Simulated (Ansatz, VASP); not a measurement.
**One calculation of Ga, two programs**

```
Ga
1.0
    -1.42506    1.42506    2.29587
     1.42506   -1.42506    2.29587
     1.42506    1.42506   -2.29587
Ga
1
Cartesian
  0.0000 0.0000 0.0000
```

Change from the starting cell: strain +0.015 along x and y, +0.030 along z, atoms carried along.

Alike in both runs: task single point; functional r2SCAN; k mesh 24 × 24 × 24; occupations gaussian, width 0.15 eV; no spin polarisation.

|  | VASP | Ansatz |
| --- | --- | --- |
| version | VASP 6.6.1 | Ansatz 0.2.0 |
| potentials or method | VASP PAW PBE potentials, release 64 (Ga_d), cutoff 520 eV | scalar-relativistic, plane waves, PAW |
| valence electrons in the cell | 13 | 13 |

Ansatz gave:

```
gap on the k mesh at the Fermi level (eV)                     : none
pressure (GPa)                                                : -2.3
traceless stress, the component that is largest in VASP (GPa) : 0.30
```

Task: What did VASP give for the same quantities?

Result: gap on the k mesh at the Fermi level (eV): none; pressure (GPa): -2.2; traceless stress, the component that is largest in VASP (GPa): 0.26.

VASP's potentials were made for PBE, not for r2SCAN. A gap of «none» marks a metal or a gap that the smearing closes.
